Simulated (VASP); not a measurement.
# Sc (Fm-3m) in VASP: single point with PBE

Aim: the single point of Sc with PBE.

Everything below comes from runs of VASP 6.6.1. Logs are shortened: lines on timing, memory, paths and dates and some standing lists are left out, and cuts for length are marked.

## 1. The cell of the first run

The structure is cubic, space group Fm-3m (No. 225). The conventional cell has a = 4.626 Å, b = 4.626 Å, c = 4.626 Å, α = 90.00°, β = 90.00°, γ = 90.00°. Sc (site symmetry m-3m) has 12 Sc at 3.27 Å within 4.3 Å.

This isn't the form of Sc at room conditions, which is hcp.

## 2. Single point, PBE

INCAR

```
PREC = Accurate
ENCUT = 520
EDIFF = 1E-6
ISMEAR = -1
SIGMA = 0.1
LREAL = False
LASPH = True
NELM = 100
ALGO = Normal
ISIF = 2
LWAVE = False
LCHARG = True
GGA = PE
LELF = True
LVHAR = True
NBANDS = 12
```

KPOINTS

```
regular mesh
0
Gamma
  19 19 19
```

POSCAR

```
Sc
1.0
    0.0000000000      2.3130827664      2.3130827664
    2.3130827664      0.0000000000      2.3130827664
    2.3130827664      2.3130827664      0.0000000000
Sc
1
Direct
    0.0000000000      0.0000000000      0.0000000000
```

Potentials or basis: VASP PAW PBE potentials, release 64 (Sc_sv).

Launch:

```bash
cat potpaw_PBE.64/Sc_sv/POTCAR > POTCAR
mpirun -np 1 vasp_std > vasp.out
```

OUTCAR:

```text
PREC = Accurate
   ENCUT = 520
   EDIFF = 1E-6
   ISMEAR = -1
   LREAL = False
   LASPH = True
   NELM = 100
   ISIF = 2
   GGA = PE

 ion  position               nearest neighbor table
   1  0.000  0.000  0.000-

  LATTYP: Found a face centered cubic cell.
 ALAT       =     4.6261655328

  Lattice vectors:

 A1 = (   0.0000000000,   2.3130827664,   2.3130827664)
 A2 = (   2.3130827664,   0.0000000000,   2.3130827664)
 A3 = (   2.3130827664,   2.3130827664,   0.0000000000)

Analysis of symmetry for initial positions (statically):
=====================================================================
 Subroutine PRICEL returns:
 Original cell was already a primitive cell.

 Routine SETGRP: Setting up the symmetry group for a
 face centered cubic supercell.

 Subroutine GETGRP returns: Found 48 space group operations
 (whereof 48 operations were pure point group operations)
 out of a pool of 48 trial point group operations.

The static configuration has the point symmetry O_h .

Analysis of symmetry for dynamics (positions and initial velocities):
=====================================================================
 Subroutine PRICEL returns:
 Original cell was already a primitive cell.

 Routine SETGRP: Setting up the symmetry group for a
 face centered cubic supercell.

 Subroutine GETGRP returns: Found 48 space group operations
 (whereof 48 operations were pure point group operations)
 out of a pool of 48 trial point group operations.

The dynamic configuration has the point symmetry O_h .

 Subroutine INISYM returns: Found 48 space group operations
 (whereof 48 operations are pure point group operations),
 and found     1 'primitive' translations

----------------------------------------------------------------------------------------

                                     Primitive cell

  volume of cell :      24.7516

  direct lattice vectors                    reciprocal lattice vectors
     0.000000000  2.313082766  2.313082766    -0.216161742  0.216161742  0.216161742
     2.313082766  0.000000000  2.313082766     0.216161742 -0.216161742  0.216161742
     2.313082766  2.313082766  0.000000000     0.216161742  0.216161742 -0.216161742

  length of vectors
     3.271193019  3.271193019  3.271193019     0.374403120  0.374403120  0.374403120

  position of ions in fractional coordinates (direct lattice)
     0.000000000  0.000000000  0.000000000

  ion indices of the primitive-cell ions
   primitive index   ion index
                 1           1

----------------------------------------------------------------------------------------

 KPOINTS: regular mesh

Automatic generation of k-mesh.
 Grid dimensions read from file:
 generate k-points for:   19   19   19

 Generating k-lattice:

  Cartesian coordinates                     Fractional coordinates (reciprocal lattice)
    -0.011376934  0.011376934  0.011376934     0.052631579  0.000000000  0.000000000
     0.011376934 -0.011376934  0.011376934     0.000000000  0.052631579  0.000000000
     0.011376934  0.011376934 -0.011376934     0.000000000  0.000000000  0.052631579

  Length of vectors
     0.019705427  0.019705427  0.019705427

  Shift w.r.t. Gamma in fractional coordinates (k-lattice)
     0.000000000  0.000000000  0.000000000

 Subroutine IBZKPT returns following result:
 ===========================================

 Found    220 irreducible k-points:

 Following reciprocal coordinates:
            Coordinates               Weight
  0.000000  0.000000  0.000000      1.000000
  0.052632  0.000000  0.000000      8.000000
  0.105263  0.000000  0.000000      8.000000
  0.157895  0.000000  0.000000      8.000000
  0.210526  0.000000  0.000000      8.000000
  0.263158  0.000000  0.000000      8.000000
[... 16 lines left out ...]
 -0.315789  0.052632  0.000000     24.000000
 -0.263158  0.052632  0.000000     24.000000
 [... further k-points ...]
   k-points           NKPTS =    220   k-points in BZ     NKDIM =    220   number of bands    NBANDS=     12
   number of dos      NEDOS =    301   number of ions     NIONS =      1
   total plane-waves  NPLWV =  13824
   dimension x,y,z NGX =    24 NGY =   24 NGZ =   24
   dimension x,y,z NGXF=    48 NGYF=   48 NGZF=   48
   ions per type =               1
   NGX,Y,Z   is equivalent  to a cutoff of  12.20, 12.20, 12.20 a.u.
   NGXF,Y,Z  is equivalent  to a cutoff of  24.39, 24.39, 24.39 a.u.
 SYSTEM =  unknown system
   PREC   = accura    normal or accurate (medium, high low for compatibility)
   ISTART =      0    job   : 0-new  1-cont  2-samecut
   ICHARG =      2    charge: 1-file 2-atom 10-const
   ISPIN  =      1    spin polarized calculation?
   LNONCOLLINEAR =      F non collinear calculations
   LSORBIT =      F    spin-orbit coupling
   LASPH  =      T    aspherical Exc in radial PAW
   ENCUT  =  520.0 eV  38.22 Ry    6.18 a.u.   6.08  6.08  6.08*2*pi/ulx,y,z
   NELM   =    100;   NELMIN=  2; NELMDL= -5     # of ELM steps
   EDIFF  = 0.1E-05   stopping-criterion for ELM
   LREAL  =      F    real-space projection
   EDIFFG = 0.1E-04   stopping-criterion for IOM
   NSW    =      0    number of steps for IOM
   IBRION =     -1    ionic relax: 0-MD 1-quasi-New 2-CG
   NFREE  =      0    steps in history (QN), initial steepest desc. (CG)
   ISIF   =      2    stress and relaxation
   ISYM   =      2    0-nonsym 1-usesym 2-fastsym
   POTIM  = 0.5000    time-step for ionic-motion
   TEBEG  =    0.0;   TEEND  =   0.0 temperature during run
   PSTRESS=    0.0 pullay stress
   NELECT =      11.0000    total number of electrons
   NUPDOWN=      -1.0000    fix difference up-down
   EMIN   =  10.00;   EMAX   =-10.00  energy-range for DOS
   EFERMI =   0.00;   METHOD = LEGACY
   ISMEAR =    -1;   SIGMA  =   0.10  broadening in eV -4-tet -1-fermi 0-gaus
   EFERMI_NEDOS =   21; number of points for ismear=-14 and -15
   IALGO  =     38    algorithm
   IMIX   =      4    mixing-type and parameters
     AMIX     =   0.40;   BMIX     =  1.00
     AMIX_MAG =   1.60;   BMIX_MAG =  1.00
  volume/ion in A,a.u.               =      24.75       167.03
  Fermi-wavevector in a.u.,A,eV,Ry     =   1.249313  2.360859 21.235738  1.560783
  Thomas-Fermi vector in A             =   2.383359
   LORBIT       =      0    0 simple, 1 ext, 2 COOP (PROOUT), +10 PAW based schemes
   GGA     = PE    functional components
   LHFCALC =     F    Hartree Fock is set to
   AEXX    =    0.0000 exact exchange contribution
   IVDW    =     0    specifies the selected vdW correction
   LEPSILON=     F    determine dielectric tensor
   LRPA    =     F    only Hartree local field effects (RPA)
 non-spin polarized calculation
  energy-cutoff  :      520.00
  volume of cell :       24.75
 maximum number of plane-waves:       680
   NGX = 13   NGY = 13   NGZ = 13

 number of electron      11.0000000 magnetization

 Free energy of the ion-electron system (eV)
  ---------------------------------------------------
  ext. energy  EPLUGINS =         0.00000000
  ---------------------------------------------------
  free energy    TOTEN  =        -6.23351757 eV

  energy without entropy =       -6.16959269  energy(sigma->0) =       -6.20155513

 E-fermi :   3.7187     XC(G=0):  -9.8587

 val. band max:        3.7161941759   @ k =   0.4211   0.3158   0.1053
 cond. band min:       3.7190503994   @ k =  -0.3158   0.2632   0.0526
 fundamental gap:      0.0028562235
 Fermi energy:         3.7186661982

 k-point     1 :       0.0000    0.0000    0.0000
  band No.  band energies     occupation
      1     -45.7318      2.00000
      2     -24.1509      2.00000
      3     -24.1509      2.00000
      4     -24.1509      2.00000
      5      -1.4670      2.00000
      6       5.2903      0.00000
      7       5.2903      0.00000
      8       5.2903      0.00000
      9       6.6590      0.00000
     10       6.6590      0.00000
     11      16.1956      0.00000
     12      19.5692      0.00000

 k-point     2 :       0.0526    0.0000    0.0000
  band No.  band energies     occupation
      1     -45.7303      2.00000
      2     -24.1617      2.00000
      3     -24.1523      2.00000
      4     -24.1523      2.00000
      5      -1.3968      2.00000
      6       5.2376      0.00000
      7       5.3167      0.00000
      8       5.3167      0.00000
      9       6.6401      0.00000
     10       6.6401      0.00000
     11      16.2600      0.00000
     12      18.9308      0.00000

 k-point     3 :       0.1053    0.0000    0.0000
  band No.  band energies     occupation
      1     -45.7257      2.00000
      2     -24.1930      2.00000
      3     -24.1563      2.00000
      4     -24.1563      2.00000
      5      -1.1895      2.00000
      6       5.0905      0.00000
      7       5.3867      0.00000
      8       5.3867      0.00000
      9       6.5957      0.00000
     10       6.5957      0.00000
     11      16.3735      0.00000
     12      17.7985      0.00000

 k-point     4 :       0.1579    0.0000    0.0000
  band No.  band energies     occupation
      1     -45.7187      2.00000
      2     -24.2410      2.00000
      3     -24.1625      2.00000
      4     -24.1625      2.00000
      5      -0.8548      2.00000
      6       4.8773      0.00002
      7       5.4690      0.00000
      8       5.4690      0.00000
      9       6.5642      0.00000
     10       6.5642      0.00000
     11      16.0230      0.00000
     12      17.0621      0.00000

 k-point     5 :       0.2105    0.0000    0.0000
  band No.  band energies     occupation
      1     -45.7100      2.00000
      2     -24.3002      2.00000
      3     -24.1703      2.00000
      4     -24.1703      2.00000
      5      -0.4103      2.00000
      6       4.6332      0.00021
      7       5.5111      0.00000
      8       5.5111      0.00000
      9       6.6044      0.00000
     10       6.6044      0.00000
     11      14.9343      0.00000
     12      16.9328      0.00000
[... 228 lines left out ...]
      1     -45.6752      2.00000
      2     -24.5219      2.00000
      3     -24.2096      2.00000
      4     -24.1999      2.00000
      5       1.8394      2.00000
      6       3.9085      0.26051
      7       5.1627      0.00000
      8       5.2483      0.00000
      9       7.3884      0.00000
     10       7.5989      0.00000
     11      10.7041      0.00000
     12      15.6809      0.00000

 k-point    22 :      -0.3684    0.0526    0.0000
  band No.  band energies     occupation
      1     -45.6802      2.00000
      2     -24.4901      2.00000
      3     -24.2067      2.00000
      4     -24.1939      2.00000
      5       1.4509      2.00000
      6       3.9776      0.13969
      7       5.2226      0.00000
      8       5.3112      0.00000
      9       7.1663      0.00000
     10       7.4590      0.00000
     11      11.3847      0.00000
     12      15.8945      0.00000

 k-point    23 :      -0.3158    0.0526    0.0000
  band No.  band energies     occupation
      1     -45.6875      2.00000
      2     -24.4428      2.00000
      3     -24.2011      2.00000
      4     -24.1862      2.00000
      5       0.9273      2.00000
      6       4.1097      0.03926
      7       5.3114      0.00000
      8       5.4035      0.00000
      9       6.8991      0.00000
     10       7.2483      0.00000
     11      12.3204      0.00000
     12      16.1997      0.00000

 k-point    24 :      -0.2632    0.0526    0.0000
  band No.  band energies     occupation
      1     -45.6964      2.00000
      2     -24.3850      2.00000
      3     -24.1934      2.00000
      4     -24.1777      2.00000
      5       0.3586      2.00000
      6       4.2984      0.00605
      7       5.4070      0.00000
      8       5.5023      0.00000
      9       6.6405      0.00000
     10       7.0182      0.00000
     11      13.4091      0.00000
     12      16.5285      0.00000

 [... further k-points ...]

------------------------ aborting loop because EDIFF is reached ----------------------------------------

  FORCE on cell =-STRESS in cart. coord.  units (eV):
  Direction    XX          YY          ZZ          XY          YZ          ZX
  --------------------------------------------------------------------------------------
  -------------------------------------------------------------------------------------
  Total        0.0087203      0.0087203      0.0087203      0.0000000     -0.0000000      0.0000000
  in kB        0.5644697      0.5644697      0.5644697      0.0000000     -0.0000000      0.0000000
  external PRESSURE =       0.5644697 kB  Pullay stress =       0.0000000 kB

 VOLUME and BASIS-vectors are now :
 -----------------------------------------------------------------------------
  energy-cutoff  :      520.00
  volume of cell :       24.75
      direct lattice vectors                 reciprocal lattice vectors
     0.000000000  2.313082766  2.313082766    -0.216161742  0.216161742  0.216161742
     2.313082766  0.000000000  2.313082766     0.216161742 -0.216161742  0.216161742
     2.313082766  2.313082766  0.000000000     0.216161742  0.216161742 -0.216161742

 POSITION                                       TOTAL-FORCE (eV/Angst)
 -----------------------------------------------------------------------------------
      0.00000      0.00000      0.00000         0.000000      0.000000      0.000000
 -----------------------------------------------------------------------------------
    total drift:                               -0.000000      0.000000     -0.000000

  FREE ENERGIE OF THE ION-ELECTRON SYSTEM (eV)
  ---------------------------------------------------
  free  energy   TOTEN  =        -6.2335175740 eV

  energy  without entropy=       -6.1695926863  energy(sigma->0) =       -6.20155513
```

Wall time 27 s (1 thread of Intel Xeon Platinum 8259CL at 2.50GHz (Skylake/Cascade Lake), shared host); peak memory 0.18 GiB.

What came out:

```
Free energy            : -6.2335 eV
Pressure               : 0.1 GPa
Band gap on the k mesh : zero (an odd number of electrons rules out a gap without spin polarisation)
```
